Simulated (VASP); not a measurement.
Runs of VASP 6.6.1 on Zr2F. The structure is that of space group P4_2/nmc (No. 137), or close to it. The cells are those of the table. 

| task | cell | k mesh | cutoff (eV) | gap on the mesh (eV) | pressure (GPa) | largest force (eV/Å) |
| --- | --- | --- | --- | --- | --- | --- |
| single point | a = 3.191, b = 3.191, c = 9.203 Å, 6 atoms | 6 × 6 × 2 | 520 | none | 44.7 | (a) |
| single point | a = 3.163, b = 3.163, c = 11.306 Å, 6 atoms | 6 × 6 × 2 | 520 | none | 0.0 | 0.02 |
| relaxation of cell and atoms | relaxed from a = 3.191, b = 3.191, c = 9.203 Å, 6 atoms | 6 × 6 × 2 | 600 | none | 0.0 | - |
| single point | a = 3.167, b = 3.167, c = 11.273 Å, 6 atoms | 12 × 12 × 4 | 520 | none | 0.0 | 0.02 |

Alike in all rows: level PBE; potentials or basis VASP PAW PBE potentials, release 64 (Zr_sv, F); no spin polarisation; smearing gaussian 0.1 eV.

Estimate the missing entries.

(a) 4.90.

Caveats: forces of over 1 eV/Å act on the atoms, so gaps and moduli don't describe the material at rest (some runs).

A k mesh can miss the band edges, and the runs leave out spin-orbit coupling on Zr.

A gap of «none» marks levels without a gap at the run's occupations.
